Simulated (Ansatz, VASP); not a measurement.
**Two plane-wave programs on S**

```
CELL_PARAMETERS angstrom
5.47733 0.00000 0.00000
0.00000 5.47733 0.00000
0.00000 0.00000 3.11081
ATOMIC_POSITIONS crystal
S 0.89037 0.86722 0.50000
S 0.10963 0.13278 0.50000
S 0.36722 0.60963 0.00000
S 0.63278 0.39037 0.00000
```

Alike in both runs: task single point; functional PBEsol; k mesh 8 × 8 × 14; occupations gaussian, width 0.1 eV; no spin polarisation.

```csv
,VASP,Ansatz
version,VASP 6.6.1,Ansatz 0.2.0
potentials or method,"VASP PAW PBE potentials, release 64 (S), cutoff 520 eV","scalar-relativistic, plane waves, PAW"
valence electrons in the cell,24,24
```

```tsv
	VASP	Ansatz	Ansatz less VASP
gap on the k mesh at the Fermi level (eV)	none	none	-
pressure (GPa)	-1.7	-1.3	+0.47
traceless stress, the component that is largest in VASP (GPa)	-3.27	-3.72	-0.452
rms of the force components (eV/Å)	0.177	0.276	+0.0989
```

VASP's potentials were made for PBE, not for PBEsol. Atom by atom the forces differ by 0.122 eV/Å (rms over components). A gap of «none» marks a metal or a gap that the smearing closes. One of these differences is far larger than is usual between the two programs; its cause wasn't traced.
